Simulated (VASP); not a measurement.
# Sr (I4/mmm) in VASP: notebook, part 2 of 2

VASP 6.6.1. The steps go on from the part before.

### 3 Single point, PBEsol

This run uses another cell than the first one, of the same volume but with other edges.

Contents of INCAR:

```
SYSTEM = Sr
PREC     = Accurate       ! precision mode
ENCUT    = 520            ! plane-wave cutoff, eV
EDIFF    = 1E-6           ! SCF threshold, eV
ISMEAR   = 0              ! smearing method
SIGMA    = 0.03           ! smearing width, eV
LREAL    = .False.        ! projectors in reciprocal space
LASPH    = .True.         ! aspherical terms in the spheres
NELM     = 100            ! most SCF steps
ALGO     = Fast           ! electronic algorithm
ISIF     = 2              ! what is computed and relaxed
LWAVE    = .False.        ! write WAVECAR
LCHARG   = .False.        ! write CHGCAR
GGA      = PS             ! functional
NBANDS   = 11             ! bands
```

Contents of KPOINTS:

```
regular mesh
0
Gamma
  10 10 10
  0 0 0
```

Contents of POSCAR:

```
Sr
1.0
    0.0000000000      2.9472136046      3.2419349650
    2.9472136046      0.0000000000      3.2419349650
    2.9472136046      2.9472136046      0.0000000000
Sr
1
Direct
    0.0000000000      0.0000000000      0.0000000000
```

Potentials or basis: VASP PAW PBE potentials, release 64 (Sr_sv).

Started as:

```bash
cat potpaw_PBE.64/Sr_sv/POTCAR > POTCAR
mpirun -np 1 vasp_std > vasp.out
```

OUTCAR:

```text
SYSTEM = Sr
   PREC = Accurate
   ENCUT = 520
   EDIFF = 1E-6
   ISMEAR = 0
   LREAL = .False.
   LASPH = .True.
   NELM = 100
   ISIF = 2
   GGA = PS

 ion  position               nearest neighbor table
   1  0.000  0.000  0.000-

  LATTYP: Found a body centered tetragonal cell.
 ALAT       =     4.1679894508
 C/A-ratio  =     1.5556349186

  Lattice vectors:

 A1 = (  -2.9472136046,   0.0000000000,   3.2419349650)
 A2 = (   2.9472136046,   0.0000000000,   3.2419349650)
 A3 = (   0.0000000000,   2.9472136046,  -3.2419349650)

Analysis of symmetry for initial positions (statically):
=====================================================================
 Subroutine PRICEL returns:
 Original cell was already a primitive cell.

 Routine SETGRP: Setting up the symmetry group for a
 body centered tetragonal supercell.

 Subroutine GETGRP returns: Found 16 space group operations
 (whereof 16 operations were pure point group operations)
 out of a pool of 16 trial point group operations.

The static configuration has the point symmetry D_4h.

Analysis of symmetry for dynamics (positions and initial velocities):
=====================================================================
 Subroutine PRICEL returns:
 Original cell was already a primitive cell.

 Routine SETGRP: Setting up the symmetry group for a
 body centered tetragonal supercell.

 Subroutine GETGRP returns: Found 16 space group operations
 (whereof 16 operations were pure point group operations)
 out of a pool of 16 trial point group operations.

The dynamic configuration has the point symmetry D_4h.

 Subroutine INISYM returns: Found 16 space group operations
 (whereof 16 operations are pure point group operations),
 and found     1 'primitive' translations

----------------------------------------------------------------------------------------

                                     Primitive cell

  volume of cell :      56.3193
[... 112 lines left out ...]
   GGA     = PS    functional components
   LHFCALC =     F    Hartree Fock is set to
   AEXX    =    0.0000 exact exchange contribution
   IVDW    =     0    specifies the selected vdW correction
   LEPSILON=     F    determine dielectric tensor
   LRPA    =     F    only Hartree local field effects (RPA)
 non-spin polarized calculation
 RMM-DIIS sequential band-by-band and
 Gauss-broadening in eV      SIGMA  =   0.03
  energy-cutoff  :      520.00
  volume of cell :       56.32
 maximum number of plane-waves:      1530
 NGX is ok and might be reduce to    36

 number of electron      10.0000000 magnetization

 Free energy of the ion-electron system (eV)
  ---------------------------------------------------
  ext. energy  EPLUGINS =         0.00000000
  ---------------------------------------------------
  free energy    TOTEN  =        -1.81972387 eV

  energy without entropy =       -1.81880969  energy(sigma->0) =       -1.81926678

 E-fermi :   1.4460     XC(G=0):  -7.3577

 val. band max:        1.4296730970   @ k =  -0.4000   0.1000   0.2000
 cond. band min:       1.4569911767   @ k =  -0.3000   0.3000   0.2000
 fundamental gap:      0.0273180796
 Fermi energy:         1.4460388615

 k-point     1 :       0.0000    0.0000    0.0000
  band No.  band energies     occupation
      1     -35.1735      2.00000
      2     -17.0841      2.00000
      3     -17.0741      2.00000
      4     -17.0741      2.00000
      5      -2.2032      2.00000
      6       3.4060      0.00000
      7       3.9273      0.00000
      8       3.9273      0.00000
      9       4.6875      0.00000
     10       5.5408      0.00000
     11       8.5274      0.00000
[... 309 lines left out ...]
 k-point    24 :       0.4000    0.3000    0.0000
  band No.  band energies     occupation
      1     -35.1628      2.00000
      2     -17.2108      2.00000
      3     -17.1213      2.00000
      4     -17.1102      2.00000
      5      -0.1713      2.00000
      6       2.1376      0.00000
      7       2.4384      0.00000
      8       5.1067      0.00000
      9       5.3775      0.00000
     10       6.1515      0.00000
     11       7.4941      0.00000

 [... further k-points ...]

------------------------ aborting loop because EDIFF is reached ----------------------------------------

  FORCE on cell =-STRESS in cart. coord.  units (eV):
  Direction    XX          YY          ZZ          XY          YZ          ZX
  --------------------------------------------------------------------------------------
  -------------------------------------------------------------------------------------
  Total       -0.2527105     -0.2527105     -0.4661337      0.0000000      0.0000000      0.0000000
  in kB       -7.1891305     -7.1891305    -13.2606112      0.0000000      0.0000000      0.0000000
  external PRESSURE =      -9.2129574 kB  Pullay stress =       0.0000000 kB

 VOLUME and BASIS-vectors are now :
 -----------------------------------------------------------------------------
  energy-cutoff  :      520.00
  volume of cell :       56.32
      direct lattice vectors                 reciprocal lattice vectors
     0.000000000  2.947213605  3.241934965    -0.169651768  0.169651768  0.154228880
     2.947213605  0.000000000  3.241934965     0.169651768 -0.169651768  0.154228880
     2.947213605  2.947213605  0.000000000     0.169651768  0.169651768 -0.154228880

 POSITION                                       TOTAL-FORCE (eV/Angst)
 -----------------------------------------------------------------------------------
      0.00000      0.00000      0.00000         0.000000      0.000000     -0.000000
 -----------------------------------------------------------------------------------
    total drift:                                0.000000      0.000000      0.000000

  FREE ENERGIE OF THE ION-ELECTRON SYSTEM (eV)
  ---------------------------------------------------
  free  energy   TOTEN  =        -1.8197238711 eV

  energy  without entropy=       -1.8188096933  energy(sigma->0) =       -1.81926678
```

Wall time 1.7 min (1 thread of Intel Xeon 8259CL, shared host); peak memory 0.23 GiB.

What came out:

```
Free energy            : -1.8197 eV
Pressure               : -0.9 GPa
Band gap on the k mesh : zero (bands 5 and 6 overlap by 0.06 eV)
```

Caveat: the PAW data sets were made with another functional, which shifts forces and pressure a little.

The gap in the log of VASP goes by the Fermi energy; the results here count the filled bands.